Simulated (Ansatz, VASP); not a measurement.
Ag: VASP beside Ansatz

```
CELL_PARAMETERS angstrom
-2.86706 0.00000 0.00000
-1.43353 -2.48295 0.00000
0.00000 0.00000 15.57214
ATOMIC_POSITIONS crystal
Ag 0.33333 0.33333 0.67774
Ag 0.33333 0.33333 0.07529
Ag 0.33333 0.33333 0.37652
Ag 0.66667 0.66667 0.82835
Ag 0.66667 0.66667 0.22590
Ag 0.66667 0.66667 0.52713
```

Alike in both runs: task single point; functional PBEsol; k mesh 24 × 24 × 5; occupations gaussian, width 0.15 eV; no spin polarisation.

|  | VASP | Ansatz |
| --- | --- | --- |
| version | VASP 6.6.1 | Ansatz 0.2.0 |
| potentials or method | VASP PAW PBE potentials, release 64 (Ag), cutoff 520 eV | scalar-relativistic, plane waves, PAW |
| valence electrons in the cell | 66 | 114 |

|  | VASP | Ansatz | Ansatz less VASP |
| --- | --- | --- | --- |
| gap on the k mesh at the Fermi level (eV) | none | none | - |
| pressure (GPa) | -2.1 | -1.9 | +0.19 |
| traceless stress, the component that is largest in VASP (GPa) | -0.09 | -0.09 | +0.003 |
| rms of the force components (eV/Å) | 0.073 | 0.076 | +0.0032 |

VASP's potentials were made for PBE, not for PBEsol. Atom by atom the forces differ by 0.003 eV/Å (rms over components). A gap of «none» marks a metal or a gap that the smearing closes. VASP's potentials hold 66 valence electrons a cell and Ansatz's 114, so a difference there can come from the potentials and not from the codes.
